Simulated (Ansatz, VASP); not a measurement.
## Te: VASP beside Ansatz

```
Te
1.0
    -2.01141    2.01141    2.01141
     2.01141   -2.01141    2.01141
     2.01141    2.01141   -2.01141
Te
1
Cartesian
  0.0000 0.0000 0.0000
```

Alike in both runs: task single point; functional revPBE; k mesh 13 × 13 × 13; occupations fermi-dirac, width 0.1 eV; no spin polarisation.

|  | VASP | Ansatz |
| --- | --- | --- |
| version | VASP 6.6.1 | Ansatz 0.2.0 |
| potentials or method | VASP PAW PBE potentials, release 64 (Te), cutoff 520 eV | plane waves (420 eV) with PAW, scalar-relativistic |
| valence electrons in the cell | 6 | 16 |

```csv
,VASP,Ansatz,Ansatz less VASP
pressure (GPa),-4.5,-4.4,+0.09
```

VASP's potentials were made for PBE, not for revPBE. VASP's potentials hold 6 valence electrons a cell and Ansatz's 16, so a difference there can come from the potentials and not from the codes.

Spin-orbit coupling is off throughout.
